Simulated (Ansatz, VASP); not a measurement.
# Two plane-wave programs on Hf

```xyz
3
Lattice="1.6674 0.9626 8.0582 -1.6674 0.9626 8.0582 0.0000 -1.9253 8.0582" Properties=species:S:1:pos:R:3 pbc="T T T"
Hf    0.0000    0.0000    0.0000
Hf    0.0000    0.0000    5.3721
Hf    0.0000    0.0000   18.8025
```

Alike in both runs: task relaxation of cell and atoms; functional PBE; k mesh 6 × 6 × 6; occupations gaussian, width 0.1 eV; no spin polarisation.

|  | VASP | Ansatz |
| --- | --- | --- |
| version | VASP 6.6.1 | Ansatz 0.2.0 |
| potentials or method | VASP PAW PBE potentials, release 64 (Hf_pv), cutoff 600 eV | scalar-relativistic, plane waves, PAW |
| valence electrons in the cell | 30 | 78 |

Ansatz gave:

```
gap on the k mesh at the Fermi level, each at its own relaxed structure (eV) : none
relaxed volume (Å³/atom)                                                     : 22.69
relaxed cell length with the largest relative difference (Å)                 : 7.924
```

Task: What did VASP give for the same quantities?

Result: gap on the k mesh at the Fermi level, each at its own relaxed structure (eV): none; relaxed volume (Å³/atom): 22.56; relaxed cell length with the largest relative difference (Å): 7.905.

A gap of «none» marks a metal or a gap that the smearing closes. VASP's potentials hold 30 valence electrons a cell and Ansatz's 78, so a difference there can come from the potentials and not from the codes.

The k mesh is coarse, so the values compare programs but aren't converged. Neither program's run includes spin-orbit coupling.
